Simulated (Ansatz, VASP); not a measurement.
Rb2ScCdC6N6 in VASP and in Ansatz

Contents of INCAR:

```
ALGO = Normal ; EDIFF = 1E-7
ENCUT = 520 ; GGA = PE
ISIF = 2 ; ISMEAR = 0
ISPIN = 2 ; LASPH = T
LCHARG = T ; LELF = T
LMAXMIX = 4 ; LORBIT = 11
LREAL = Auto ; LVHAR = T
LWAVE = F ; MAGMOM = 0 0 0 0 1 1 1 1 1 1 1 1 1 1 1 1
NBANDS = 66 ; NELM = 150
PREC = Accurate ; SIGMA = 0.1
```

Contents of KPOINTS:

```
k-points
0
Gamma
  4 4 4
```

File POSCAR:

```
Rb2ScCdC6N6
1.0
    0.0000000000      5.2895000000      5.2895000000
    5.2895000000      0.0000000000      5.2895000000
    5.2895000000      5.2895000000      0.0000000000
Rb Sc Cd C N
2 1 1 6 6
Direct
    0.2500000000      0.2500000000      0.2500000000
    0.7500000000      0.7500000000      0.7500000000
    0.0000000000      0.0000000000      0.0000000000
    0.5000000000      0.5000000000      0.5000000000
    0.8088666200      0.1911333800      0.1911333800
    0.1911333800      0.8088666200      0.1911333800
    0.1911333800      0.1911333800      0.8088666200
    0.1911333800      0.8088666200      0.8088666200
    0.8088666200      0.1911333800      0.8088666200
    0.8088666200      0.8088666200      0.1911333800
    0.6982701600      0.3017298400      0.3017298400
    0.3017298400      0.6982701600      0.3017298400
    0.3017298400      0.3017298400      0.6982701600
    0.3017298400      0.6982701600      0.6982701600
    0.6982701600      0.3017298400      0.6982701600
    0.6982701600      0.6982701600      0.3017298400
```

Input for Ansatz:

```yaml
crystal:
  lattice:
    - [0.0, 5.2895, 5.2895]
    - [5.2895, 0.0, 5.2895]
    - [5.2895, 5.2895, 0.0]
  atoms:
    - { symbol: Rb, position: [0.25, 0.25, 0.25] }
    - { symbol: Rb, position: [0.75, 0.75, 0.75] }
    - { symbol: Sc, position: [0.0, 0.0, 0.0] }
    - { symbol: Cd, position: [0.5, 0.5, 0.5] }
    - { symbol: C, position: [0.80886662, 0.19113338, 0.19113338], spin: 1.0 }
    - { symbol: C, position: [0.19113338, 0.80886662, 0.19113338], spin: 1.0 }
    - { symbol: C, position: [0.19113338, 0.19113338, 0.80886662], spin: 1.0 }
    - { symbol: C, position: [0.19113338, 0.80886662, 0.80886662], spin: 1.0 }
    - { symbol: C, position: [0.80886662, 0.19113338, 0.80886662], spin: 1.0 }
    - { symbol: C, position: [0.80886662, 0.80886662, 0.19113338], spin: 1.0 }
    - { symbol: "N", position: [0.69827016, 0.30172984, 0.30172984], spin: 1.0 }
    - { symbol: "N", position: [0.30172984, 0.69827016, 0.30172984], spin: 1.0 }
    - { symbol: "N", position: [0.30172984, 0.30172984, 0.69827016], spin: 1.0 }
    - { symbol: "N", position: [0.30172984, 0.69827016, 0.69827016], spin: 1.0 }
    - { symbol: "N", position: [0.69827016, 0.30172984, 0.69827016], spin: 1.0 }
    - { symbol: "N", position: [0.69827016, 0.69827016, 0.30172984], spin: 1.0 }
basis:
  ecutwfc: 420
kpoints:
  mp_grid: { grid: [4, 4, 4] }
hamiltonian:
  xc: pbe
scf:
  occupations: { method: gaussian, width: 0.1 }
  lower_state_search: "off"
output:
  forces: true
  stress: true
  eigenvalues: true
  populations: true
magnetization:
  spin_polarized: true
```

Alike in both runs: task single point; functional PBE; k mesh 4 × 4 × 4; occupations gaussian, width 0.1 eV; collinear spin.

```csv
,VASP,Ansatz
version,VASP 6.6.1,Ansatz 0.2.0
potentials or method,"VASP PAW PBE potentials, release 64 (Rb_sv, Sc_sv, Cd, C, N), cutoff 520 eV","scalar-relativistic, plane waves, PAW"
valence electrons in the cell,95,103
```

|  | VASP | Ansatz | Ansatz less VASP |
| --- | --- | --- | --- |
| gap on the k mesh at the Fermi level (eV) | none | none | - |
| pressure (GPa) | 17.7 | 17.0 | -0.74 |
| rms of the force components (eV/Å) | 1.031 | 1.183 | +0.1520 |
| net moment per atom (μB) | 0.06 | 0.06 | 0.000 |
| size of the moment on the site where the two differ most (μB) | 0.26 | 0.14 | -0.126 |

Site moments also hang on the region over which each program counts them. Atom by atom the forces differ by 0.154 eV/Å (rms over components). A gap of «none» marks a metal or a gap that the smearing closes. VASP's potentials hold 95 valence electrons a cell and Ansatz's 103, so a difference there can come from the potentials and not from the codes. Ansatz's warnings: seeded moment not kept.

Noted on VASP's run: the standard files for N, O and F lose accuracy on very short bonds.
